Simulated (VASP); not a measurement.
# Gd (P6_3/mmc) in VASP: notebook

Runs on Gd. Level: PBE. Tasks: single point.

Program: VASP 6.6.1. These are calculated values, not measurements. Logs are shortened: lines on timing, memory, paths and dates and some standing lists are left out, and cuts for length are marked.

### Step 1. The cell of the first run

Symmetry: P6_3/mmc, No. 194, hexagonal system. Conventional cell: a = 3.648 Å, b = 3.648 Å, c = 5.833 Å, α = 90.00°, β = 90.00°, γ = 120.00°. Within 4.7 Å of Gd (site symmetry -6m2) lie 12 Gd at 3.60 to 3.65 Å.

### Step 2. Single point, PBE, collinear spin, ferromagnetic start

Contents of INCAR:

```
SYSTEM = Gd
PREC = Accurate ; ENCUT = 520
EDIFF = 1E-7 ; ISMEAR = -1
SIGMA = 0.05 ; LREAL = .FALSE.
LASPH = .TRUE. ; NELM = 150
ALGO = Normal ; ISIF = 2
LWAVE = .FALSE. ; LCHARG = .FALSE.
ISPIN = 2 ; MAGMOM = 7.372 7.372
LORBIT = 11 ; LMAXMIX = 6
GGA = PE ; NBANDS = 29
```

Contents of KPOINTS:

```
regular mesh
0
G
  3 3 2
  0 0 0
```

Contents of POSCAR:

```
Gd
1.0
    3.6483276435      0.0000000000      0.0000000000
   -1.8241638217      3.1595444206      0.0000000000
    0.0000000000      0.0000000000      5.8327272018
Gd
2
Direct
    0.3333333333      0.6666666667      0.2500000000
    0.6666666667      0.3333333333      0.7500000000
```

Potentials or basis: VASP PAW PBE potentials, release 64 (Gd).

The run is started by

```bash
$ cat potpaw_PBE.64/Gd/POTCAR > POTCAR
$ mpirun -np 1 vasp_std > vasp.out
```

OUTCAR:

```text
SYSTEM = Gd
   PREC = Accurate
   ENCUT = 520
   EDIFF = 1E-7
   ISMEAR = -1
   LREAL = .FALSE.
   LASPH = .TRUE.
   NELM = 150
   ISIF = 2
   ISPIN = 2
   LORBIT = 11
   GGA = PE

 ion  position               nearest neighbor table
   1  0.333  0.667  0.250-
   2  0.667  0.333  0.750-

  LATTYP: Found a hexagonal cell.
 ALAT       =     3.6483276435
 C/A-ratio  =     1.5987399630

  Lattice vectors:

 A1 = (   3.6483276435,   0.0000000000,   0.0000000000)
 A2 = (  -1.8241638217,   3.1595444206,   0.0000000000)
 A3 = (   0.0000000000,   0.0000000000,   5.8327272018)

Analysis of symmetry for initial positions (statically):
=====================================================================
 Subroutine PRICEL returns:
 Original cell was already a primitive cell.

 Routine SETGRP: Setting up the symmetry group for a
 hexagonal supercell.

 Subroutine GETGRP returns: Found 24 space group operations
 (whereof 12 operations were pure point group operations)
 out of a pool of 24 trial point group operations.

The static configuration has the point symmetry D_3d.
 The point group associated with its full space group is D_6h.

Analysis of symmetry for dynamics (positions and initial velocities):
=====================================================================
 Subroutine PRICEL returns:
 Original cell was already a primitive cell.

 Routine SETGRP: Setting up the symmetry group for a
 hexagonal supercell.

 Subroutine GETGRP returns: Found 24 space group operations
 (whereof 12 operations were pure point group operations)
 out of a pool of 24 trial point group operations.

The dynamic configuration has the point symmetry D_3d.
 The point group associated with its full space group is D_6h.

Analysis of structural, dynamic, and magnetic symmetry:
=====================================================================
 Subroutine PRICEL returns:
 Original cell was already a primitive cell.

 Routine SETGRP: Setting up the symmetry group for a
 hexagonal supercell.

 Subroutine GETGRP returns: Found 24 space group operations
 (whereof 12 operations were pure point group operations)
 out of a pool of 24 trial point group operations.

The overall configuration has the point symmetry D_3d.
 The point group associated with its full space group is D_6h.

 Subroutine INISYM returns: Found 24 space group operations
 (whereof 12 operations are pure point group operations),
 and found     1 'primitive' translations

----------------------------------------------------------------------------------------

                                     Primitive cell

  volume of cell :      67.2342

  direct lattice vectors                    reciprocal lattice vectors
     3.648327644  0.000000000  0.000000000     0.274098189  0.158250663  0.000000000
    -1.824163822  3.159544421  0.000000000     0.000000000  0.316501326  0.000000000
     0.000000000  0.000000000  5.832727202     0.000000000  0.000000000  0.171446386

  length of vectors
     3.648327644  3.648327643  5.832727202     0.316501326  0.316501326  0.171446386

  position of ions in fractional coordinates (direct lattice)
     0.333333333  0.666666667  0.250000000
     0.666666667  0.333333333  0.750000000

  ion indices of the primitive-cell ions
   primitive index   ion index
                 1           1
                 2           2

----------------------------------------------------------------------------------------

 KPOINTS: regular mesh

Automatic generation of k-mesh.
 Grid dimensions read from file:
 generate k-points for:    3    3    2

 Generating k-lattice:

  Cartesian coordinates                     Fractional coordinates (reciprocal lattice)
     0.091366063  0.052750221  0.000000000     0.333333333 -0.000000000  0.000000000
     0.000000000  0.105500442  0.000000000     0.000000000  0.333333333  0.000000000
     0.000000000  0.000000000  0.085723193     0.000000000  0.000000000  0.500000000

  Length of vectors
     0.105500442  0.105500442  0.085723193

  Shift w.r.t. Gamma in fractional coordinates (k-lattice)
     0.000000000  0.000000000  0.000000000

 Subroutine IBZKPT returns following result:
 ===========================================

 Found      6 irreducible k-points:

 Following reciprocal coordinates:
            Coordinates               Weight
  0.000000  0.000000  0.000000      1.000000
  0.333333  0.000000  0.000000      6.000000
  0.333333  0.333333  0.000000      2.000000
  0.000000  0.000000  0.500000      1.000000
  0.333333  0.000000  0.500000      6.000000
  0.333333  0.333333  0.500000      2.000000
   k-points           NKPTS =      6   k-points in BZ     NKDIM =      6   number of bands    NBANDS=     29
   number of dos      NEDOS =    301   number of ions     NIONS =      2
   total plane-waves  NPLWV =  37632
   dimension x,y,z NGX =    28 NGY =   28 NGZ =   48
   dimension x,y,z NGXF=    56 NGYF=   56 NGZF=   96
   ions per type =               2
   NGX,Y,Z   is equivalent  to a cutoff of  12.76, 12.76, 13.68 a.u.
   NGXF,Y,Z  is equivalent  to a cutoff of  25.52, 25.52, 27.36 a.u.
 SYSTEM =  Gd
   PREC   = accura    normal or accurate (medium, high low for compatibility)
   ISTART =      0    job   : 0-new  1-cont  2-samecut
   ICHARG =      2    charge: 1-file 2-atom 10-const
   ISPIN  =      2    spin polarized calculation?
   LNONCOLLINEAR =      F non collinear calculations
   LSORBIT =      F    spin-orbit coupling
   LASPH  =      T    aspherical Exc in radial PAW
   ENCUT  =  520.0 eV  38.22 Ry    6.18 a.u.   6.78  6.78 10.85*2*pi/ulx,y,z
   NELM   =    150;   NELMIN=  2; NELMDL= -5     # of ELM steps
   EDIFF  = 0.1E-06   stopping-criterion for ELM
   LREAL  =      F    real-space projection
   EDIFFG = 0.1E-05   stopping-criterion for IOM
   NSW    =      0    number of steps for IOM
   IBRION =     -1    ionic relax: 0-MD 1-quasi-New 2-CG
   NFREE  =      0    steps in history (QN), initial steepest desc. (CG)
   ISIF   =      2    stress and relaxation
   ISYM   =      2    0-nonsym 1-usesym 2-fastsym
   POTIM  = 0.5000    time-step for ionic-motion
   TEBEG  =    0.0;   TEEND  =   0.0 temperature during run
   PSTRESS=    0.0 pullay stress
   NELECT =      36.0000    total number of electrons
   NUPDOWN=      -1.0000    fix difference up-down
   EMIN   =  10.00;   EMAX   =-10.00  energy-range for DOS
   EFERMI =   0.00;   METHOD = LEGACY
   ISMEAR =    -1;   SIGMA  =   0.05  broadening in eV -4-tet -1-fermi 0-gaus
   EFERMI_NEDOS =   21; number of points for ismear=-14 and -15
   IALGO  =     38    algorithm
   IMIX   =      4    mixing-type and parameters
     AMIX     =   0.40;   BMIX     =  1.00
     AMIX_MAG =   1.60;   BMIX_MAG =  1.00
  volume/ion in A,a.u.               =      33.62       226.86
  Fermi-wavevector in a.u.,A,eV,Ry     =   1.329369  2.512144 24.044529  1.767223
  Thomas-Fermi vector in A             =   2.458537
   LORBIT       =     11    0 simple, 1 ext, 2 COOP (PROOUT), +10 PAW based schemes
   GGA     = PE    functional components
   LHFCALC =     F    Hartree Fock is set to
   AEXX    =    0.0000 exact exchange contribution
   IVDW    =     0    specifies the selected vdW correction
   LEPSILON=     F    determine dielectric tensor
   LRPA    =     F    only Hartree local field effects (RPA)
 spin polarized calculation
  energy-cutoff  :      520.00
  volume of cell :       67.23
 maximum number of plane-waves:      1824
 NGX is ok and might be reduce to    28
   NGX = 13   NGY = 13   NGZ = 21

 number of electron      36.0000010 magnetization      15.5419083

 Free energy of the ion-electron system (eV)
  ---------------------------------------------------
  ext. energy  EPLUGINS =         0.00000000
  ---------------------------------------------------
  free energy    TOTEN  =       -23.41664184 eV

  energy without entropy =      -23.38701660  energy(sigma->0) =      -23.40182922

 E-fermi :   2.8555     XC(G=0):  -9.8869

 val. band max:        2.7805777949   @ k =   0.3333   0.0000   0.0000
 cond. band min:       2.8633451250   @ k =   0.3333   0.3333   0.5000
 fundamental gap:      0.0827673301
 Fermi energy:         2.8554570598

 spin component 1

 k-point     1 :       0.0000    0.0000    0.0000
  band No.  band energies     occupation
      1     -42.3943      1.00000
      2     -42.3309      1.00000
      3     -20.1041      1.00000
      4     -19.5526      1.00000
      5     -19.5525      1.00000
      6     -19.4540      1.00000
[... 21 lines left out ...]
     28       4.3283      0.00000
     29       4.7958      0.00000
[... 129 lines left out ...]
 k-point     6 :       0.3333    0.3333    0.5000
  band No.  band energies     occupation
      1     -42.3229      1.00000
      2     -42.3229      1.00000
      3     -19.9798      1.00000
      4     -19.9798      1.00000
      5     -19.8328      1.00000
      6     -19.8328      1.00000
[... 21 lines left out ...]
     28       2.9727      0.08745
     29       5.2915      0.00000
 Fermi energy:         2.8554570598

 spin component 2

 k-point     1 :       0.0000    0.0000    0.0000
  band No.  band energies     occupation
      1     -39.1337      1.00000
      2     -39.0540      1.00000
      3     -17.8341      1.00000
      4     -17.1461      1.00000
      5     -17.1461      1.00000
      6     -17.0296      1.00000
[... 21 lines left out ...]
     28       5.6078      0.00000
     29       6.0701      0.00000
[... 129 lines left out ...]
 k-point     6 :       0.3333    0.3333    0.5000
  band No.  band energies     occupation
      1     -39.0442      1.00000
      2     -39.0442      1.00000
      3     -17.6632      1.00000
      4     -17.6632      1.00000
      5     -17.4897      1.00000
      6     -17.4897      1.00000
[... 21 lines left out ...]
     28       4.5511      0.00000
     29       6.5063      0.00000

------------------------ aborting loop because EDIFF is reached ----------------------------------------

  FORCE on cell =-STRESS in cart. coord.  units (eV):
  Direction    XX          YY          ZZ          XY          YZ          ZX
  --------------------------------------------------------------------------------------
  -------------------------------------------------------------------------------------
  Total       -0.7480589     -0.7480589     -0.4808539     -0.0000000     -0.0000000      0.0000000
  in kB      -17.8261032    -17.8261032    -11.4586591     -0.0000000     -0.0000000      0.0000000
  external PRESSURE =     -15.7036219 kB  Pullay stress =       0.0000000 kB

 VOLUME and BASIS-vectors are now :
 -----------------------------------------------------------------------------
  energy-cutoff  :      520.00
  volume of cell :       67.23
      direct lattice vectors                 reciprocal lattice vectors
     3.648327644  0.000000000  0.000000000     0.274098189  0.158250663  0.000000000
    -1.824163822  3.159544421  0.000000000     0.000000000  0.316501326  0.000000000
     0.000000000  0.000000000  5.832727202     0.000000000  0.000000000  0.171446386

 POSITION                                       TOTAL-FORCE (eV/Angst)
 -----------------------------------------------------------------------------------
     -0.00000      2.10636      1.45818         0.000000     -0.000000      0.000000
      1.82416      1.05318      4.37455        -0.000000      0.000000      0.000000
 -----------------------------------------------------------------------------------
    total drift:                               -0.000000      0.000000     -0.000000

  FREE ENERGIE OF THE ION-ELECTRON SYSTEM (eV)
  ---------------------------------------------------
  free  energy   TOTEN  =       -23.4166418399 eV

  energy  without entropy=      -23.3870165990  energy(sigma->0) =      -23.40182922

 total charge

# of ion       s       p       d       f       tot
--------------------------------------------------
    1        2.068   5.558   0.586   6.988  15.200
    2        2.068   5.558   0.586   6.988  15.200
--------------------------------------------------
tot          4.136  11.116   1.172  13.976  30.401

 magnetization (x)

# of ion       s       p       d       f       tot
--------------------------------------------------
    1        0.005  -0.045   0.245   6.815   7.020
    2        0.005  -0.045   0.245   6.815   7.020
--------------------------------------------------
tot          0.009  -0.090   0.489  13.630  14.039
```

Run time: 81 s. Hardware: 1 thread of AMD EPYC 9R45 (Zen 5), shared host; peak memory 0.19 GiB.

What came out:

| Property | Result |
| --- | --- |
| Free energy | -23.4166 eV |
| Pressure | -1.6 GPa |
| Net moment | 15.54 μB per cell |
| Site moments | Gd +7.02 μB |
| Valence electrons inside the program's atomic spheres | Gd 15.20 |

Caveat: the k points lie up to 0.66 Å⁻¹ apart; spin-orbit coupling is left out, which moves the levels of the heavy elements; semilocal functionals describe open f shells poorly, which spoils levels, moments and volumes.

[end of part 1 of 2]
